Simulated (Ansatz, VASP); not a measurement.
**One calculation of C11O, two programs**

The input INCAR:

```
SYSTEM = C11O
PREC     = Accurate       ! precision mode
ENCUT    = 520            ! plane-wave cutoff, eV
EDIFF    = 1E-7           ! SCF threshold, eV
ISMEAR   = 0              ! smearing method
SIGMA    = 0.05           ! smearing width, eV
LREAL    = .False.        ! projectors in reciprocal space
LASPH    = .True.         ! aspherical terms in the spheres
NELM     = 60             ! most SCF steps
ALGO     = Normal         ! electronic algorithm
ISIF     = 2              ! what is computed and relaxed
LWAVE    = .False.        ! write WAVECAR
LCHARG   = .False.        ! write CHGCAR
LDIPOL   = .True.       
IDIPOL   = 3            
DIPOL    = 0.5 0.5 0.322
GGA      = PE             ! functional
IVDW     = 12             ! dispersion correction
NBANDS   = 37             ! bands
```

The input KPOINTS:

```
regular mesh
0
Gamma
  8 7 1
  0 0 0
```

File POSCAR:

```
C11O
1.0
    3.6473242347      0.0000000000      0.0000000000
   -1.6658829406      3.9310150970      0.0000000000
    0.0000000000      0.0000000000     23.1809581692
C O
11 1
Direct
    0.5001799340      0.3333933113      0.1725554212
    0.4998200660      0.6666066887      0.1725554212
    0.5001799340      0.8333933113      0.2257231425
    0.4998200660      0.1666066887      0.2257231425
    0.5000212331      0.3353169669      0.2788716798
    0.4999787669      0.6646830331      0.2788716798
    0.5001286273      0.8366480408      0.3322552327
    0.4998713727      0.1633519592      0.3322552327
    0.4997623703      0.3544335274      0.3809574266
    0.5002376297      0.6455664726      0.3809574266
    0.7497623703      0.3544335274      0.5686114471
    0.7497623703      0.3544335274      0.5190017635
```

Input for Ansatz:

```yaml
crystal:
  lattice:
    - [3.6473242347, 0.0, 0.0]
    - [-1.6658829406, 3.931015097, 0.0]
    - [0.0, 0.0, 23.1809581692]
  atoms:
    - { symbol: C, position: [0.500179934, 0.3333933113, 0.1725554212] }
    - { symbol: C, position: [0.499820066, 0.6666066887, 0.1725554212] }
    - { symbol: C, position: [0.500179934, 0.8333933113, 0.2257231425] }
    - { symbol: C, position: [0.499820066, 0.1666066887, 0.2257231425] }
    - { symbol: C, position: [0.5000212331, 0.3353169669, 0.2788716798] }
    - { symbol: C, position: [0.4999787669, 0.6646830331, 0.2788716798] }
    - { symbol: C, position: [0.5001286273, 0.8366480408, 0.3322552327] }
    - { symbol: C, position: [0.4998713727, 0.1633519592, 0.3322552327] }
    - { symbol: C, position: [0.4997623703, 0.3544335274, 0.3809574266] }
    - { symbol: C, position: [0.5002376297, 0.6455664726, 0.3809574266] }
    - { symbol: O, position: [0.7497623703, 0.3544335274, 0.5190017635] }
    - { symbol: C, position: [0.7497623703, 0.3544335274, 0.5686114471] }
basis:
  ecutwfc: 420
kpoints:
  mp_grid: { grid: [8, 7, 1] }
hamiltonian:
  xc: pbe
  pseudopotentials: { kind: paw, azcp: { folder: soft_1 } }
  dispersion: d3bj
scf:
  occupations: { method: gaussian, width: 0.05 }
output:
  forces: true
  eigenvalues: true
efield:
  axis: 3
  dipole_correction: true
  ramp_width: 0.04
```

Alike in both runs: task single point; functional PBE; dispersion D3(BJ); k mesh 8 × 7 × 1; occupations gaussian, width 0.05 eV; no spin polarisation.

|  | VASP | Ansatz |
| --- | --- | --- |
| version | VASP 6.6.1 | Ansatz 0.2.0 |
| potentials or method | VASP PAW PBE potentials, release 64 (C, O), cutoff 520 eV | scalar-relativistic, plane waves, PAW |
| valence electrons in the cell | 50 | 50 |

```csv
,VASP,Ansatz,Ansatz less VASP
gap on the k mesh at the Fermi level (eV),none,none,-
rms of the force components (eV/Å),1.633,1.670,+0.0368
```

A gap of «none» marks a metal or a gap that the smearing closes.

Noted on VASP's run: the standard files for N, O and F lose accuracy on very short bonds.
